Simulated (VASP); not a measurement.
Here is a VASP 6.6.1 calculation.

INCAR

```
PREC     = Accurate       # precision mode
ENCUT    = 520            # plane-wave cutoff, eV
EDIFF    = 1E-6           # SCF threshold, eV
ISMEAR   = 0              # smearing method
SIGMA    = 0.03           # smearing width, eV
LREAL    = F              # projectors in reciprocal space
LASPH    = T              # aspherical terms in the spheres
NELM     = 100            # most SCF steps
ALGO     = Normal         # electronic algorithm
ISIF     = 2              # what is computed and relaxed
LWAVE    = F              # write WAVECAR
LCHARG   = T              # write CHGCAR
LELF     = T              # ELF
LVHAR    = T            
NBANDS   = 16             # bands
```

The input KPOINTS:

```
regular mesh
0
Gamma
  12 12 6
```

Contents of POSCAR:

```
Si
1.0
    4.0291929185      0.0000000000      0.0000000000
   -2.0145964593      3.4893834241      0.0000000000
    0.0000000000      0.0000000000      5.5985635602
Si
4
Direct
    0.3333333333      0.6666666667      0.0725769780
    0.6666666667      0.3333333333      0.5725769780
    0.3333333333      0.6666666667      0.4274230220
    0.6666666667      0.3333333333      0.9274230220
```

Potentials or basis: VASP PAW LDA potentials, release 64 (Si).

Launch:

```bash
$ cat potpaw_LDA.64/Si/POTCAR > POTCAR
$ mpirun -np 1 vasp_std > vasp.out
```

Question: Predict the largest force.

Answer: 6.396 eV/Å.

Question: Estimate the pressure.

Answer: 10.0 GPa.

Question: What does it give for the band gap on the k mesh?

Answer: Zero (bands 8 and 9 overlap by 0.84 eV).

Stress tensor (GPa, compression positive):
```
-13.02   0.00   0.00
  0.00 -13.02   0.00
  0.00   0.00  55.90
```

Caveat: the cell stands under pressure; forces of over 1 eV/Å act on the atoms, so gaps and moduli don't describe the material at rest.
